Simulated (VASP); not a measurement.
# Be4S (P-43m) in VASP: a series of runs, part 2 of 2

VASP 6.6.1. The steps go on from the part before.

### 3 Single point, PBE

This run uses another cell than the first one, of 11.55 Å³/atom.

Input file INCAR:

```
SYSTEM = Be4S
PREC     = Accurate       ! precision mode
ENCUT    = 520            ! plane-wave cutoff, eV
EDIFF    = 1E-6           ! SCF threshold, eV
ISMEAR   = 0              ! smearing method
SIGMA    = 0.1            ! smearing width, eV
LREAL    = .False.        ! projectors in reciprocal space
LASPH    = .True.         ! aspherical terms in the spheres
NELM     = 100            ! most SCF steps
ALGO     = Normal         ! electronic algorithm
ISIF     = 2              ! what is computed and relaxed
LWAVE    = .False.        ! write WAVECAR
LCHARG   = .False.        ! write CHGCAR
GGA      = PE             ! functional
NBANDS   = 15             ! bands
```

Input file KPOINTS:

```
regular mesh
0
Gamma
  10 10 10
  0 0 0
```

Input file POSCAR:

```
Be4S
1.0
    3.8653297582      0.0000000000      0.0000000000
    0.0000000000      3.8653297582      0.0000000000
    0.0000000000      0.0000000000      3.8653297582
Be S
4 1
Direct
    0.8009522322      0.8009522322      0.8009522322
    0.1990477678      0.1990477678      0.8009522322
    0.1990477678      0.8009522322      0.1990477678
    0.8009522322      0.1990477678      0.1990477678
    0.5000000000      0.5000000000      0.5000000000
```

Potentials or basis: VASP PAW PBE potentials, release 64 (Be, S).

Launch:

```sh
cat potpaw_PBE.64/Be/POTCAR potpaw_PBE.64/S/POTCAR > POTCAR
mpirun -np 1 vasp_std > vasp.out
```

OUTCAR:

```text
SYSTEM = Be4S
   PREC = Accurate
   ENCUT = 520
   EDIFF = 1E-6
   ISMEAR = 0
   LREAL = .False.
   LASPH = .True.
   NELM = 100
   ISIF = 2
   GGA = PE

 ion  position               nearest neighbor table
   1  0.801  0.801  0.801-   5 2.01   3 2.18   4 2.18   2 2.18
   2  0.199  0.199  0.801-   5 2.01   3 2.18   4 2.18   1 2.18
   3  0.199  0.801  0.199-   5 2.01   2 2.18   4 2.18   1 2.18
   4  0.801  0.199  0.199-   5 2.01   2 2.18   3 2.18   1 2.18
   5  0.500  0.500  0.500-   1 2.01   2 2.01   3 2.01   4 2.01

  LATTYP: Found a simple cubic cell.
 ALAT       =     3.8653297582

  Lattice vectors:

 A1 = (   3.8653297582,   0.0000000000,   0.0000000000)
 A2 = (   0.0000000000,   3.8653297582,   0.0000000000)
 A3 = (   0.0000000000,   0.0000000000,   3.8653297582)

Analysis of symmetry for initial positions (statically):
=====================================================================
 Subroutine PRICEL returns:
 Original cell was already a primitive cell.

 Routine SETGRP: Setting up the symmetry group for a
 simple cubic supercell.

 Subroutine GETGRP returns: Found 24 space group operations
 (whereof 24 operations were pure point group operations)
 out of a pool of 48 trial point group operations.

The static configuration has the point symmetry T_d .

Analysis of symmetry for dynamics (positions and initial velocities):
=====================================================================
 Subroutine PRICEL returns:
 Original cell was already a primitive cell.

 Routine SETGRP: Setting up the symmetry group for a
 simple cubic supercell.

 Subroutine GETGRP returns: Found 24 space group operations
 (whereof 24 operations were pure point group operations)
 out of a pool of 48 trial point group operations.

The dynamic configuration has the point symmetry T_d .

 Subroutine INISYM returns: Found 24 space group operations
 (whereof 24 operations are pure point group operations),
 and found     1 'primitive' translations

----------------------------------------------------------------------------------------

                                     Primitive cell

  volume of cell :      57.7510

  direct lattice vectors                    reciprocal lattice vectors
     3.865329758  0.000000000  0.000000000     0.258710139  0.000000000  0.000000000
     0.000000000  3.865329758  0.000000000     0.000000000  0.258710139  0.000000000
     0.000000000  0.000000000  3.865329758     0.000000000  0.000000000  0.258710139

  length of vectors
     3.865329758  3.865329758  3.865329758     0.258710139  0.258710139  0.258710139

  position of ions in fractional coordinates (direct lattice)
     0.800952232  0.800952232  0.800952232
     0.199047768  0.199047768  0.800952232
     0.199047768  0.800952232  0.199047768
     0.800952232  0.199047768  0.199047768
     0.500000000  0.500000000  0.500000000

  ion indices of the primitive-cell ions
   primitive index   ion index
                 1           1
                 2           2
                 3           3
                 4           4
                 5           5

----------------------------------------------------------------------------------------

 KPOINTS: regular mesh

[... 53 lines left out ...]
   dimension x,y,z NGXF=    60 NGYF=   60 NGZF=   60
   ions per type =               4   1
   NGX,Y,Z   is equivalent  to a cutoff of  12.90, 12.90, 12.90 a.u.
   NGXF,Y,Z  is equivalent  to a cutoff of  25.81, 25.81, 25.81 a.u.
 SYSTEM =  Be4S
   PREC   = accura    normal or accurate (medium, high low for compatibility)
   ISTART =      0    job   : 0-new  1-cont  2-samecut
   ICHARG =      2    charge: 1-file 2-atom 10-const
   ISPIN  =      1    spin polarized calculation?
   LNONCOLLINEAR =      F non collinear calculations
   LSORBIT =      F    spin-orbit coupling
   LASPH  =      T    aspherical Exc in radial PAW
   ENCUT  =  520.0 eV  38.22 Ry    6.18 a.u.   7.19  7.19  7.19*2*pi/ulx,y,z
   NELM   =    100;   NELMIN=  2; NELMDL= -5     # of ELM steps
   EDIFF  = 0.1E-05   stopping-criterion for ELM
   LREAL  =      F    real-space projection
   EDIFFG = 0.1E-04   stopping-criterion for IOM
   NSW    =      0    number of steps for IOM
   IBRION =     -1    ionic relax: 0-MD 1-quasi-New 2-CG
   NFREE  =      0    steps in history (QN), initial steepest desc. (CG)
   ISIF   =      2    stress and relaxation
   ISYM   =      2    0-nonsym 1-usesym 2-fastsym
   POTIM  = 0.5000    time-step for ionic-motion
   TEBEG  =    0.0;   TEEND  =   0.0 temperature during run
   PSTRESS=    0.0 pullay stress
   NELECT =      14.0000    total number of electrons
   NUPDOWN=      -1.0000    fix difference up-down
   EMIN   =  10.00;   EMAX   =-10.00  energy-range for DOS
   EFERMI =   0.00;   METHOD = LEGACY
   ISMEAR =     0;   SIGMA  =   0.10  broadening in eV -4-tet -1-fermi 0-gaus
   EFERMI_NEDOS =   21; number of points for ismear=-14 and -15
   IALGO  =     38    algorithm
   IMIX   =      4    mixing-type and parameters
     AMIX     =   0.40;   BMIX     =  1.00
     AMIX_MAG =   1.60;   BMIX_MAG =  1.00
  volume/ion in A,a.u.               =      11.55        77.94
  Fermi-wavevector in a.u.,A,eV,Ry     =   1.020777  1.928989 14.177081  1.041986
  Thomas-Fermi vector in A             =   2.154365
   LORBIT       =      0    0 simple, 1 ext, 2 COOP (PROOUT), +10 PAW based schemes
   GGA     = PE    functional components
   LHFCALC =     F    Hartree Fock is set to
   AEXX    =    0.0000 exact exchange contribution
   IVDW    =     0    specifies the selected vdW correction
   LEPSILON=     F    determine dielectric tensor
   LRPA    =     F    only Hartree local field effects (RPA)
 non-spin polarized calculation
 Gauss-broadening in eV      SIGMA  =   0.10
  energy-cutoff  :      520.00
  volume of cell :       57.75
 maximum number of plane-waves:      1596
 NGX is ok and might be reduce to    30
   NGX = 15   NGY = 15   NGZ = 15

 number of electron      13.9999998 magnetization

 Free energy of the ion-electron system (eV)
  ---------------------------------------------------
  ext. energy  EPLUGINS =         0.00000000
  ---------------------------------------------------
  free energy    TOTEN  =       -18.02845644 eV

  energy without entropy =      -18.02002984  energy(sigma->0) =      -18.02424314

 E-fermi :   5.1468     XC(G=0):  -9.9320

 val. band max:        5.1453041366   @ k =   0.5000   0.4000   0.2000
 cond. band min:       5.1539434907   @ k =   0.3000   0.2000   0.0000
 fundamental gap:      0.0086393541
 Fermi energy:         5.1468317750

 k-point     1 :       0.0000    0.0000    0.0000
  band No.  band energies     occupation
      1      -9.5550      2.00000
      2      -0.8073      2.00000
      3       0.7841      2.00000
      4       0.7841      2.00000
      5       0.7841      2.00000
      6       3.9657      2.00000
      7       3.9657      2.00000
      8       8.7207      0.00000
      9       8.7207      0.00000
     10       8.7207      0.00000
     11       8.9779      0.00000
     12      12.5409      0.00000
     13      12.5409      0.00000
     14      12.5409      0.00000
[... 401 lines left out ...]
      2      -2.0151      2.00000
      3       0.1280      2.00000
      4       0.6213      2.00000
      5       1.5301      2.00000
      6       4.1762      2.00000
      7       4.8392      1.99999
      8       7.4381      0.00000
      9       7.6573      0.00000
     10       9.1505      0.00000
     11       9.7810      0.00000
     12      10.5675      0.00000
     13      11.8463      0.00000
     14      12.1211      0.00000
     15      13.3281      0.00000

 [... further k-points ...]

------------------------ aborting loop because EDIFF is reached ----------------------------------------

  FORCE on cell =-STRESS in cart. coord.  units (eV):
  Direction    XX          YY          ZZ          XY          YZ          ZX
  --------------------------------------------------------------------------------------
  -------------------------------------------------------------------------------------
  Total        0.0141237      0.0141237      0.0141237     -0.0000000      0.0000000      0.0000000
  in kB        0.3918315      0.3918315      0.3918315     -0.0000000      0.0000000      0.0000000
  external PRESSURE =       0.3918315 kB  Pullay stress =       0.0000000 kB

 VOLUME and BASIS-vectors are now :
 -----------------------------------------------------------------------------
  energy-cutoff  :      520.00
  volume of cell :       57.75
      direct lattice vectors                 reciprocal lattice vectors
     3.865329758  0.000000000  0.000000000     0.258710139  0.000000000  0.000000000
     0.000000000  3.865329758  0.000000000     0.000000000  0.258710139  0.000000000
     0.000000000  0.000000000  3.865329758     0.000000000  0.000000000  0.258710139

 POSITION                                       TOTAL-FORCE (eV/Angst)
 -----------------------------------------------------------------------------------
      3.09594      3.09594      3.09594         0.000915      0.000915      0.000915
      0.76939      0.76939      3.09594        -0.000915     -0.000915      0.000915
      0.76939      3.09594      0.76939        -0.000915      0.000915     -0.000915
      3.09594      0.76939      0.76939         0.000915     -0.000915     -0.000915
      1.93266      1.93266      1.93266         0.000000     -0.000000      0.000000
 -----------------------------------------------------------------------------------
    total drift:                               -0.000000     -0.000000     -0.000000

  FREE ENERGIE OF THE ION-ELECTRON SYSTEM (eV)
  ---------------------------------------------------
  free  energy   TOTEN  =       -18.0284564396 eV

  energy  without entropy=      -18.0200298383  energy(sigma->0) =      -18.02424314
```

It took 19 s on 1 thread of AMD EPYC 9R45 (Zen 5), shared host; peak memory 0.15 GiB.

What came out:

| Item | Value |
| --- | --- |
| Free energy | -18.0285 eV |
| Pressure | 0.0 GPa |
| Band gap on the k mesh | zero (bands 7 and 8 overlap by 3.40 eV) |

Levels at points of the mesh, in eV from the Fermi level:
```tsv
k point	band 5	band 6	band 7	band 8	band 9	band 10
(0.00, 0.00, 0.00)	-4.36	-1.18	-1.18	3.57	3.57	3.57
(0.50, 0.00, 0.00)	-3.48	-2.39	0.82	1.69	2.41	2.41
(0.50, 0.50, 0.00)	-3.70	0.08	0.08	1.07	1.40	4.58
(0.50, 0.50, 0.50)	-3.81	-2.57	-2.57	-2.57	7.47	7.47
```

### 4 Relaxation of cell and atoms, PBE

This run uses another cell than the first one, of 11.51 Å³/atom.

Input file INCAR:

```
SYSTEM = Be4S
  PREC = Accurate
  ENCUT = 600
  EDIFF = 1E-6
  ISMEAR = 0
  SIGMA = 0.1
  LREAL = .FALSE.
  LASPH = .TRUE.
  NELM = 60
  ALGO = Normal
  ISIF = 3
  LWAVE = .FALSE.
  LCHARG = .FALSE.
  GGA = PE
  IBRION = 2
  NSW = 100
  EDIFFG = -0.01
```

Input file KPOINTS:

```
Automatic mesh
0
G
  10 10 10
  0 0 0
```

Input file POSCAR:

```
Be4S
1.0
    3.8609425762      0.0000000000      0.0000000000
    0.0000000000      3.8609425762      0.0000000000
    0.0000000000      0.0000000000      3.8609425762
Be S
4 1
Direct
    0.8010688081      0.8010688081      0.8010688081
    0.1989311919      0.1989311919      0.8010688081
    0.1989311919      0.8010688081      0.1989311919
    0.8010688081      0.1989311919      0.1989311919
    0.5000000000      0.5000000000      0.5000000000
```

Potentials or basis: VASP PAW PBE potentials, release 64 (Be, S).

Launch:

```sh
cat potpaw_PBE.64/Be/POTCAR potpaw_PBE.64/S/POTCAR > POTCAR
mpirun -np 1 vasp_std > vasp.out
```

OUTCAR:

```text
SYSTEM = Be4S
   PREC = Accurate
   ENCUT = 600
   EDIFF = 1E-6
   ISMEAR = 0
   LREAL = .FALSE.
   LASPH = .TRUE.
   NELM = 60
   ISIF = 3
   GGA = PE
   IBRION = 2
   NSW = 100
   EDIFFG = -0.01

 ion  position               nearest neighbor table
   1  0.801  0.801  0.801-   5 2.01   3 2.17   4 2.17   2 2.17
   2  0.199  0.199  0.801-   5 2.01   3 2.17   4 2.17   1 2.17
   3  0.199  0.801  0.199-   5 2.01   2 2.17   4 2.17   1 2.17
[... 593 lines left out ...]
  -------------------------------------------------------------------------------------
  Total        0.0086610      0.0086610      0.0086610     -0.0000000      0.0000000      0.0000000
  in kB        0.2402115      0.2402115      0.2402115     -0.0000000      0.0000000      0.0000000
  external PRESSURE =       0.2402115 kB  Pullay stress =       0.0000000 kB

 VOLUME and BASIS-vectors are now :
 -----------------------------------------------------------------------------
  energy-cutoff  :      600.00
  volume of cell :       57.77
      direct lattice vectors                 reciprocal lattice vectors
     3.865705350  0.000000000  0.000000000     0.258685003 -0.000000000 -0.000000000
     0.000000000  3.865705350  0.000000000    -0.000000000  0.258685003  0.000000000
     0.000000000  0.000000000  3.865705350    -0.000000000 -0.000000000  0.258685003

 POSITION                                       TOTAL-FORCE (eV/Angst)
 -----------------------------------------------------------------------------------
      3.09642      3.09642      3.09642        -0.003370     -0.003370     -0.003370
      0.76928      0.76928      3.09642         0.003370      0.003370     -0.003370
      0.76928      3.09642      0.76928         0.003370     -0.003370      0.003370
      3.09642      0.76928      0.76928        -0.003370      0.003370      0.003370
      1.93285      1.93285      1.93285        -0.000000     -0.000000     -0.000000
 -----------------------------------------------------------------------------------
    total drift:                                0.000000      0.000000      0.000000

  FREE ENERGIE OF THE ION-ELECTRON SYSTEM (eV)
  ---------------------------------------------------
  free  energy   TOTEN  =       -18.0288736767 eV

  energy  without entropy=      -18.0204391078  energy(sigma->0) =      -18.02465639

 reached required accuracy - stopping structural energy minimisation
```

OSZICAR:

```text
N       E                     dE             d eps       ncg     rms          rms(c)
DAV:   1     0.363665332518E+02    0.36367E+02   -0.62110E+03  1232   0.120E+03
DAV:   2    -0.151052658575E+02   -0.51472E+02   -0.48166E+02  1798   0.178E+02
DAV:   3    -0.184297753256E+02   -0.33245E+01   -0.32066E+01  1626   0.460E+01
[... 12 lines left out ...]
DAV:   2    -0.180289037406E+02    0.40151E-03   -0.10632E-03  1355   0.238E-01    0.464E-02
DAV:   3    -0.180288821855E+02    0.21555E-04   -0.35313E-04  1406   0.136E-01    0.218E-02
DAV:   4    -0.180288765632E+02    0.56224E-05   -0.18964E-05  1352   0.346E-02    0.132E-02
DAV:   5    -0.180288737924E+02    0.27708E-05   -0.23118E-06  1131   0.138E-02    0.860E-03
DAV:   6    -0.180288736767E+02    0.11564E-06   -0.23228E-07   646   0.399E-03
   2 F= -.18028874E+02 E0= -.18024656E+02  d E =-.265072E-03
```

Run time: 25 s. Hardware: 1 thread of AMD EPYC 9R45 (Zen 5), shared host; peak memory 0.16 GiB.

What came out:

| Quantity | Value |
| --- | --- |
| Free energy | -18.0289 eV |
| Relaxed volume | 11.55 Å³/atom |
| Relaxed cell | a = 3.866 Å, b = 3.866 Å, c = 3.866 Å, α = 90.00°, β = 90.00°, γ = 90.00° |
| Space group after relaxing (to 0.1 Å) | P-43m (No. 215) |
| Energy gained by relaxing | 0.1 meV/atom |
| Ionic steps | 2 |
| Pressure after relaxing | 0.0 GPa |
| Largest force after relaxing | 0.006 eV/Å |
| Band gap on the k mesh | zero (bands 7 and 8 overlap by 3.40 eV) |

Forces in eV/Å, atoms in the order of the input:
```
Be  -0.003 -0.003 -0.003
Be   0.003  0.003 -0.003
Be   0.003 -0.003  0.003
Be  -0.003  0.003  0.003
S    0.000  0.000  0.000
```

The path:
| step | energy change (eV) | largest force (eV/Å) | pressure (GPa) | volume (Å³) |
| --- | --- | --- | --- | --- |
| 1 | 0.0000 | 0.0097 | 0.36 | 57.55 |
| 2 | -0.0003 | 0.0058 | 0.02 | 57.77 |

Final structure:
```yaml
crystal:
  lattice:
    - [3.86571, 0.00000, 0.00000]
    - [0.00000, 3.86571, 0.00000]
    - [0.00000, 0.00000, 3.86571]
  atoms:
    - { symbol: Be, position: [0.80100, 0.80100, 0.80100] }
    - { symbol: Be, position: [0.19900, 0.19900, 0.80100] }
    - { symbol: Be, position: [0.19900, 0.80100, 0.19900] }
    - { symbol: Be, position: [0.80100, 0.19900, 0.19900] }
    - { symbol: S, position: [0.50000, 0.50000, 0.50000] }
```

### 5 Overview

```tsv
task	cell	k mesh	cutoff (eV)	gap on the mesh (eV)	pressure (GPa)	relaxed volume (Å³/atom)	largest force (eV/Å)
relaxation of cell and atoms	relaxed from a = 3.696 Å, 5 atoms	6 × 6 × 6	600	none	-0.2	11.56	0.01
single point	a = 3.865 Å, 5 atoms	10 × 10 × 10	520	none	0.0	-	-
relaxation of cell and atoms	relaxed from a = 3.861 Å, 5 atoms	10 × 10 × 10	600	none	0.0	11.55	0.01
```

Alike in all rows: level PBE; potentials or basis VASP PAW PBE potentials, release 64 (Be, S); no spin polarisation; smearing gaussian 0.1 eV.

Absolute energies hang on the potentials; compare differences alone.
